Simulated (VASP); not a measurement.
# Mg3ZnC: density of states with LDA

Mg3ZnC:

```xyz
5
Lattice="4.4069 0.0000 0.0000 0.0000 4.4069 0.0000 0.0000 0.0000 4.4069" Properties=species:S:1:pos:R:3 pbc="T T T"
Zn    0.0000    0.0000    0.0000
Mg    2.2035    0.0000    2.2035
Mg    2.2035    2.2035    0.0000
Mg    0.0000    2.2035    2.2035
C     2.2035    2.2035    2.2035
```

```
Program                 : VASP 6.6.1
Task                    : density of states
Functional              : LDA
Potentials or basis     : VASP PAW LDA potentials, release 64 (Zn, Mg, C)
Cutoff                  : 520 eV
k mesh                  : 6 × 6 × 6
Occupations             : fermi-dirac, width 0.05 eV
Spin                    : no spin polarisation
Dipole correction       : no
k mesh for the DOS      : 9 × 9 × 9
Occupations for the DOS : tetrahedron
Further INCAR settings  : ALGO = Normal; EDIFF = 1e-07; NBANDS = 19
```

| Property | Result |
| --- | --- |
| Valence electrons inside the program's atomic spheres | Zn 10.72; Mg 0.39; C 2.31 |

Levels at points of the mesh, in eV from the Fermi level:
```
           k point  band 8  band 9  band 10  band 11  band 12  band 13  band 14  band 15
(0.00, 0.00, 0.00)   -2.66   -2.66    -2.66     1.63     1.63     2.66     2.66     2.66
```

Run time: 34 s on 1 thread of Intel(R) Xeon(R) 6975P-C (Granite Rapids), with other jobs on the host, peak memory 0.2 GiB.
